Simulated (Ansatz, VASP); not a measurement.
**Two plane-wave programs on CdSe**

```
Cd Se
1.0
     0.00000    2.84295    2.84295
     2.84295    0.00000    2.84295
     2.84295    2.84295    0.00000
Cd Se
1 1
Direct
  0.00000 0.00000 0.00000
  0.50000 0.50000 0.50000
```

Alike in both runs: task single point; functional PBE; k mesh 6 × 6 × 6; occupations fermi-dirac, width 0.02 eV; no spin polarisation.

|  | VASP | Ansatz |
| --- | --- | --- |
| version | VASP 6.6.1 | Ansatz 0.2.0 |
| potentials or method | VASP PAW PBE potentials, release 64 (Cd, Se) | plane waves, PAW |
| plane-wave cutoff (eV) | 520 | 420 |
| valence electrons in the cell | 18 | 36 |

|  | VASP | Ansatz | Ansatz less VASP |
| --- | --- | --- | --- |
| pressure (GPa) | 2.2 | 1.8 | -0.39 |

VASP's potentials hold 18 valence electrons a cell and Ansatz's 36, so a difference there can come from the potentials and not from the codes.
